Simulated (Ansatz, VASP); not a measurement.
**One calculation of GaN, two programs**

```
Ga N
1.0
     0.00000    2.25410    1.91598
     2.25410    0.00000    1.91598
     2.25410    2.25410    0.00000
Ga N
1 1
Direct
  0.00000 0.00000 0.00000
  0.50000 0.50000 0.50000
```

Alike in both runs: task single point; functional r2SCAN; k mesh 12 × 12 × 12; occupations gaussian, width 0.05 eV; no spin polarisation.

|  | VASP | Ansatz |
| --- | --- | --- |
| version | VASP 6.6.1 | Ansatz 0.2.0 |
| potentials or method | VASP PAW PBE potentials, release 64 (Ga_d, N), cutoff 520 eV | scalar-relativistic, plane waves, PAW |
| valence electrons in the cell | 18 | 18 |

|  | VASP | Ansatz | Ansatz less VASP |
| --- | --- | --- | --- |
| gap on the k mesh at the Fermi level (eV) | 0.50 | 0.54 | +0.037 |
| least direct gap on the mesh (eV) | 2.70 | 2.68 | -0.028 |
| pressure (GPa) | 2.8 | 1.5 | -1.34 |
| traceless stress, the component that is largest in VASP (GPa) | 21.53 | 20.19 | -1.342 |

VASP's potentials were made for PBE, not for r2SCAN.
